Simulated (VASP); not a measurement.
# LiAl5 (P4/mmm) in VASP: notebook

The runs below take LiAl5 through relaxation of shape and atoms at fixed volume, with PBE.

Program: VASP 6.6.1. These are calculated values, not measurements. Logs are shortened: lines on timing, memory, paths and dates and some standing lists are left out, and cuts for length are marked.

## Step 1: The cell of the first run

It takes space group P4/mmm (No. 123, tetragonal). The conventional cell has a = 2.921 Å, b = 2.921 Å, c = 12.400 Å, α = 90.00°, β = 90.00°, γ = 90.00°. Within 3.8 Å of Li (site symmetry 4/mmm) lie 4 Li at 2.92 Å and 8 Al at 2.99 Å. Within 3.8 Å of Al (site symmetry 4mm) lie 8 Al at 2.89 to 2.92 Å and 4 Li at 2.99 Å. Al (site symmetry 4mm) has 12 Al at 2.89 to 2.92 Å within 3.8 Å. Al (site symmetry 4/mmm) has 12 Al at 2.89 to 2.92 Å within 3.8 Å.

## Step 2: Relaxation of shape and atoms at fixed volume, PBE (17.64 Å³/atom)

The input, INCAR:

```
SYSTEM = LiAl5
  ALGO = Fast
  EDIFF = 1E-7
  EDIFFG = -0.01
  ENCUT = 600
  GGA = PE
  IBRION = 2
  ISIF = 4
  ISMEAR = 0
  LASPH = .True.
  LCHARG = .False.
  LREAL = .False.
  LWAVE = .False.
  NELM = 80
  NSW = 50
  PREC = Accurate
  SIGMA = 0.1
```

The input, KPOINTS:

```
k-points
0
Gamma
  12 12 4
  0 0 0
```

The input, POSCAR:

```
LiAl5
1.0
    2.9212467159      0.0000000000      0.0000000000
    0.0000000000      2.9212467159      0.0000000000
    0.0000000000      0.0000000000     12.4000470418
Li Al
1 5
Direct
    0.0000000000      0.0000000000      0.0000000000
    0.5000000000      0.5000000000      0.8261784228
    0.0000000000      0.0000000000      0.6635668692
    0.5000000000      0.5000000000      0.5000000000
    0.0000000000      0.0000000000      0.3364331308
    0.5000000000      0.5000000000      0.1738215772
```

Potentials or basis: VASP PAW PBE potentials, release 64 (Li_sv, Al).

On the command line:

```console
$ cat potpaw_PBE.64/Li_sv/POTCAR potpaw_PBE.64/Al/POTCAR > POTCAR
$ mpirun -np 1 vasp_std > vasp.out
```

OUTCAR:

```text
SYSTEM = LiAl5
   EDIFF = 1E-7
   EDIFFG = -0.01
   ENCUT = 600
   GGA = PE
   IBRION = 2
   ISIF = 4
   ISMEAR = 0
   LASPH = .True.
   LREAL = .False.
   NELM = 80
   NSW = 50
   PREC = Accurate

 ion  position               nearest neighbor table
   1  0.000  0.000  0.000-
   2  0.500  0.500  0.826-   3 2.89   3 2.89   3 2.89   3 2.89
   3  0.000  0.000  0.664-   2 2.89   2 2.89   2 2.89   2 2.89   4 2.89   4 2.89   4 2.89   4 2.89

   4  0.500  0.500  0.500-   3 2.89   5 2.89   3 2.89   5 2.89   3 2.89   5 2.89   3 2.89   5 2.89

   5  0.000  0.000  0.336-   6 2.89   6 2.89   6 2.89   6 2.89   4 2.89   4 2.89   4 2.89   4 2.89

   6  0.500  0.500  0.174-   5 2.89   5 2.89   5 2.89   5 2.89

  LATTYP: Found a simple tetragonal cell.
 ALAT       =     2.9212467159
 C/A-ratio  =     4.2447791124

  Lattice vectors:

 A1 = (   2.9212467159,   0.0000000000,   0.0000000000)
 A2 = (   0.0000000000,   2.9212467159,   0.0000000000)
 A3 = (   0.0000000000,   0.0000000000,  12.4000470418)

Analysis of symmetry for initial positions (statically):
=====================================================================
 Subroutine PRICEL returns:
 Original cell was already a primitive cell.

 Routine SETGRP: Setting up the symmetry group for a
 simple tetragonal supercell.

 Subroutine GETGRP returns: Found 16 space group operations
 (whereof 16 operations were pure point group operations)
 out of a pool of 16 trial point group operations.

The static configuration has the point symmetry D_4h.

Analysis of symmetry for dynamics (positions and initial velocities):
=====================================================================
 Subroutine PRICEL returns:
 Original cell was already a primitive cell.

 Routine SETGRP: Setting up the symmetry group for a
 simple tetragonal supercell.

 Subroutine GETGRP returns: Found 16 space group operations
 (whereof 16 operations were pure point group operations)
 out of a pool of 16 trial point group operations.

The dynamic configuration has the point symmetry D_4h.

 Subroutine INISYM returns: Found 16 space group operations
 (whereof 16 operations are pure point group operations),
 and found     1 'primitive' translations

----------------------------------------------------------------------------------------

                                     Primitive cell

[... 119 lines left out ...]
  volume/ion in A,a.u.               =      17.64       119.02
  Fermi-wavevector in a.u.,A,eV,Ry     =   0.907080  1.714133 11.194801  0.822795
  Thomas-Fermi vector in A             =   2.030845
   LORBIT       =      0    0 simple, 1 ext, 2 COOP (PROOUT), +10 PAW based schemes
   GGA     = PE    functional components
   LHFCALC =     F    Hartree Fock is set to
   AEXX    =    0.0000 exact exchange contribution
   IVDW    =     0    specifies the selected vdW correction
   LEPSILON=     F    determine dielectric tensor
   LRPA    =     F    only Hartree local field effects (RPA)
 conjugate gradient relaxation of ions
 non-spin polarized calculation
 RMM-DIIS sequential band-by-band and
 Gauss-broadening in eV      SIGMA  =   0.10
  energy-cutoff  :      600.00
  volume of cell :      105.82
 maximum number of plane-waves:      3576
 NGX is ok and might be reduce to    24
   NGX = 11   NGY = 11   NGZ = 49

--------------------------------------- Ionic step        1  -------------------------------------------

 number of electron      18.0000000 magnetization

 Free energy of the ion-electron system (eV)
  ---------------------------------------------------
  ext. energy  EPLUGINS =         0.00000000
  ---------------------------------------------------
  free energy    TOTEN  =       -20.84761308 eV

  energy without entropy =      -20.83473691  energy(sigma->0) =      -20.84117500

------------------------ aborting loop because EDIFF is reached ----------------------------------------

  FORCE on cell =-STRESS in cart. coord.  units (eV):
  Direction    XX          YY          ZZ          XY          YZ          ZX
  --------------------------------------------------------------------------------------
  -------------------------------------------------------------------------------------
  Total       -2.1707231     -2.1707231     -2.1506477      0.0000000      0.0000000      0.0000000
  in kB      -32.8666327    -32.8666327    -32.5626731      0.0000000      0.0000000      0.0000000
  external PRESSURE =     -32.7653129 kB  Pullay stress =       0.0000000 kB
[... 227 lines left out ...]
--------------------------------------- Ionic step        7  -------------------------------------------

 number of electron      18.0000000 magnetization

 Free energy of the ion-electron system (eV)
  ---------------------------------------------------
  ext. energy  EPLUGINS =         0.00000000
  ---------------------------------------------------
  free energy    TOTEN  =       -20.84962491 eV

  energy without entropy =      -20.83614224  energy(sigma->0) =      -20.84288358

 E-fermi :   6.2443     XC(G=0):  -9.5374

 val. band max:        6.2437286583   @ k =   0.4167   0.3333   0.0000
 cond. band min:       6.2479941909   @ k =   0.5000   0.0000   0.5000
 fundamental gap:      0.0042655326
 Fermi energy:         6.2442608340

 k-point     1 :       0.0000    0.0000    0.0000
  band No.  band energies     occupation
      1     -40.1589      2.00000
      2      -4.3165      2.00000
      3      -3.4508      2.00000
      4      -2.1183      2.00000
      5      -0.0866      2.00000
      6       1.4379      2.00000
      7       4.2261      2.00000
      8       6.2338      1.11798
      9      11.1704      0.00000
     10      11.5843      0.00000
     11      11.6080      0.00000
     12      11.6080      0.00000
     13      11.7941      0.00000
[... 354 lines left out ...]
  band No.  band energies     occupation
      1     -40.1416      2.00000
      2       0.5260      2.00000
      3       1.3725      2.00000
      4       2.5944      2.00000
      5       3.2340      2.00000
      6       4.0589      2.00000
      7       4.6613      2.00000
      8       5.1171      2.00000
      9       5.8171      2.00000
     10       6.2437      1.00600
     11       7.0900      0.00000
     12       7.2962      0.00000
     13       8.2052      0.00000

 [... further k-points ...]

------------------------ aborting loop because EDIFF is reached ----------------------------------------

  FORCE on cell =-STRESS in cart. coord.  units (eV):
  Direction    XX          YY          ZZ          XY          YZ          ZX
  --------------------------------------------------------------------------------------
  -------------------------------------------------------------------------------------
  Total       -2.0310446     -2.0310446     -2.0451070      0.0000000      0.0000000      0.0000000
  in kB      -30.7517789    -30.7517789    -30.9646960      0.0000000      0.0000000      0.0000000
  external PRESSURE =     -30.8227513 kB  Pullay stress =       0.0000000 kB
[... 21 lines left out ...]
  FREE ENERGIE OF THE ION-ELECTRON SYSTEM (eV)
  ---------------------------------------------------
  free  energy   TOTEN  =       -20.8496249132 eV

  energy  without entropy=      -20.8361422371  energy(sigma->0) =      -20.84288358

 reached required accuracy - stopping structural energy minimisation
```

CONTCAR:

```text
LiAl5
   1.00000000000000
     2.9208617903562653    0.0000000000000000    0.0000000000000000
     0.0000000000000000    2.9208617903562653    0.0000000000000000
    -0.0000000000000000    0.0000000000000000   12.4033155356237135
  Li              Al
     1     5
Direct
     0.0000000000000000    0.0000000000000000    0.0000000000000000
     0.5000000000000000    0.5000000000000000    0.8238352015266486
     1.0000000000000000    0.0000000000000000    0.6625568663385991
     0.5000000000000000    0.5000000000000000    0.5000000000000000
     0.0000000000000000    1.0000000000000000    0.3374431336614009
     0.5000000000000000    0.5000000000000000    0.1761647984733515

  0.00000000E+00  0.00000000E+00  0.00000000E+00
  0.00000000E+00  0.00000000E+00  0.00000000E+00
  0.00000000E+00  0.00000000E+00  0.00000000E+00
  0.00000000E+00  0.00000000E+00  0.00000000E+00
  0.00000000E+00  0.00000000E+00  0.00000000E+00
  0.00000000E+00  0.00000000E+00  0.00000000E+00
```

Wall time 5.8 min (1 thread of Intel Xeon Platinum 8559C (Emerald Rapids), shared host); peak memory 0.31 GiB.

Results:

| Quantity | Value |
| --- | --- |
| Free energy | -20.8496 eV |
| Energy gained by relaxing | 0.3 meV/atom |
| Ionic steps | 7 |
| Pressure after relaxing | -3.1 GPa |
| Largest force after relaxing | 0.006 eV/Å |
| Band gap on the k mesh | zero (bands 9 and 10 overlap by 6.52 eV) |

Forces in eV/Å, atoms in the order of the input:
```
Li   0.000  0.000  0.000
Al   0.000  0.000 -0.001
Al   0.000  0.000 -0.006
Al   0.000  0.000  0.000
Al   0.000  0.000  0.006
Al   0.000  0.000  0.001
```

The path:
| step | energy change (eV) | largest force (eV/Å) | pressure (GPa) | volume (Å³) |
| --- | --- | --- | --- | --- |
| 1 | 0.0000 | 0.0660 | -3.28 | 105.82 |
| 2 | -0.0004 | 0.0558 | -3.26 | 105.82 |
| 3 | -0.0012 | 0.0261 | -3.19 | 105.82 |
| 4 | -0.0010 | 0.0668 | -3.06 | 105.82 |
| 5 | -0.0014 | 0.0425 | -3.14 | 105.82 |
| 6 | -0.0017 | 0.0303 | -3.12 | 105.82 |
| 7 | -0.0020 | 0.0056 | -3.08 | 105.82 |

Final structure:
```
Li Al
1.0
     2.92086    0.00000    0.00000
     0.00000    2.92086    0.00000
     0.00000    0.00000   12.40332
Li Al
1 5
Direct
  0.00000 0.00000 0.00000
  0.50000 0.50000 0.82384
  0.00000 0.00000 0.66256
  0.50000 0.50000 0.50000
  0.00000 0.00000 0.33744
  0.50000 0.50000 0.17616
```

Levels at points of the mesh, in eV from the Fermi level:
```
           k point  band 5  band 6  band 7  band 8  band 9  band 10  band 11  band 12  band 13
(0.00, 0.00, 0.00)   -6.33   -4.81   -2.02   -0.01    4.93     5.34     5.36     5.36     5.55
(0.50, 0.00, 0.00)   -5.40   -4.40   -4.04   -2.25   -2.04    -1.60    -0.03     1.88     2.20
(0.50, 0.50, 0.00)   -1.86   -1.53   -1.42   -0.75   -0.75    -0.75    -0.46     0.47     0.74
(0.00, 0.00, 0.50)   -6.66   -3.99   -3.13    1.59    2.44     5.35     5.38     5.38     6.06
(0.50, 0.00, 0.50)   -5.41   -4.04   -4.01   -3.10   -2.15     0.00     0.11     0.37     1.57
(0.50, 0.50, 0.50)   -1.95   -1.50   -1.42   -0.86   -0.50    -0.50    -0.44     0.69     0.69
```

Caveat: the cutoff is under 1.25 times the usual one of these potentials, so pressure, stress and relaxed cells hold a basis-set (Pulay) error.

## Step 3: Relaxation of shape and atoms at fixed volume, PBE (18.30 Å³/atom)

This run uses another cell than the first one, of 18.30 Å³/atom.

The input, INCAR:

```
ALGO = Fast
EDIFF = 1E-6
EDIFFG = -0.01
ENCUT = 600
GGA = PE
IBRION = 2
ISIF = 4
ISMEAR = 0
LASPH = True
LCHARG = False
LREAL = False
LWAVE = False
NELM = 80
NSW = 50
PREC = Accurate
SIGMA = 0.1
```

The input, KPOINTS:

```
k-points
0
Gamma
  12 12 4
```

The input, POSCAR:

```
LiAl5
1.0
    2.9568187172      0.0000000000      0.0000000000
    0.0000000000      2.9568187172      0.0000000000
    0.0000000000      0.0000000000     12.5602195122
Li Al
1 5
Direct
    0.0000000000      0.0000000000      0.0000000000
    0.5000000000      0.5000000000      0.8238280910
    0.0000000000      0.0000000000      0.6624283524
    0.5000000000      0.5000000000      0.5000000000
    0.0000000000      0.0000000000      0.3375716476
    0.5000000000      0.5000000000      0.1761719090
```

Potentials or basis: VASP PAW PBE potentials, release 64 (Li_sv, Al).

On the command line:

```console
$ cat potpaw_PBE.64/Li_sv/POTCAR potpaw_PBE.64/Al/POTCAR > POTCAR
$ mpirun -np 1 vasp_std > vasp.out
```

Wall time 4.6 min (1 thread of Intel Xeon Platinum 8559C (Emerald Rapids), shared host); peak memory 0.31 GiB.

The run converged. Its results:

| Item | Value |
| --- | --- |
| Free energy | -20.7546 eV |
| Energy gained by relaxing | 0.6 meV/atom |
| Ionic steps | 7 |
| Pressure after relaxing | -4.6 GPa |
| Band gap on the k mesh | zero (bands 9 and 10 overlap by 6.42 eV) |

Stress tensor (GPa, compression positive):
```
-4.60  0.00  0.00
 0.00 -4.60  0.00
 0.00  0.00 -4.47
```

The path:
```csv
step,energy change (eV),largest force (eV/Å),pressure (GPa),volume (Å³)
1,0.0000,0.0832,-4.83,109.81
2,-0.0006,0.0717,-4.80,109.81
3,-0.0020,0.0387,-4.73,109.81
4,-0.0023,0.0714,-4.57,109.81
5,-0.0026,0.0549,-4.64,109.81
6,-0.0031,0.0377,-4.61,109.81
7,-0.0036,0.0011,-4.56,109.81
```

Final structure:
```
Li Al
1.0
     2.96080    0.00000    0.00000
     0.00000    2.96080    0.00000
     0.00000    0.00000   12.52644
Li Al
1 5
Cartesian
  0.0000 0.0000 0.0000
  1.4804 1.4804 10.2775
  0.0000 0.0000 8.2783
  1.4804 1.4804 6.2632
  0.0000 2.9608 4.2481
  1.4804 1.4804 2.2489
```

Levels at points of the mesh, in eV from the Fermi level:
```tsv
k point	band 6	band 7	band 8	band 9	band 10	band 11	band 12	band 13
(0.00, 0.00, 0.00)	-4.62	-1.89	0.07	4.94	5.11	5.11	5.26	5.49
(0.50, 0.00, 0.00)	-4.32	-3.91	-2.20	-1.94	-1.49	0.04	1.88	2.25
(0.50, 0.50, 0.00)	-1.61	-1.50	-0.82	-0.70	-0.70	-0.54	0.35	0.75
(0.00, 0.00, 0.50)	-3.84	-2.98	1.68	2.44	5.13	5.13	5.27	5.82
(0.50, 0.00, 0.50)	-4.00	-3.88	-2.96	-2.05	0.02	0.18	0.44	1.62
(0.50, 0.50, 0.50)	-1.58	-1.50	-0.93	-0.52	-0.47	-0.47	0.72	0.76
```

Caveat: the cutoff is under 1.25 times the usual one of these potentials, so pressure, stress and relaxed cells hold a basis-set (Pulay) error.
